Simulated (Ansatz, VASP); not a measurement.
# Two plane-wave programs on Na4IN

```
CELL_PARAMETERS angstrom
4.40508 0.00000 0.00000
0.00000 4.40508 0.00000
0.00000 0.00000 7.54550
ATOMIC_POSITIONS crystal
Na 0.50000 0.00000 0.67948
Na 0.00000 0.50000 0.32052
Na 0.50000 0.00000 0.32052
Na 0.00000 0.50000 0.67948
I 0.00000 0.00000 0.00000
N 0.50000 0.50000 0.50000
```

Change from the starting cell: species swapped into the Na4TeSe type (P4/mmm, No. 123).

Alike in both runs: functional PBE; k mesh 3 × 3 × 2; occupations gaussian, width 0.15 eV; no spin polarisation.

Ansatz relaxed the structure, and its values are those at the end. VASP's run is a single point on that final structure, the one shown.

|  | VASP | Ansatz |
| --- | --- | --- |
| version | VASP 6.6.1 | Ansatz 0.2.0 |
| potentials or method | VASP PAW PBE potentials, release 64 (Na_pv, I, N), cutoff 600 eV | scalar-relativistic, plane waves, PAW |
| valence electrons in the cell | 40 | 58 |

```tsv
	VASP	Ansatz	Ansatz less VASP
gap on the k mesh at the Fermi level (eV)	none	none	-
pressure (GPa)	-0.1	-0.1	-0.02
rms of the force components (eV/Å)	0.023	0.025	+0.0014
```

A gap of «none» marks a metal or a gap that the smearing closes. With one functional, cell and mesh, what is left measures potentials, basis and numerics. VASP's potentials hold 40 valence electrons a cell and Ansatz's 58, so a difference there can come from the potentials and not from the codes.

The k mesh is coarse, so the values compare programs but aren't converged. Spin-orbit coupling is off throughout.
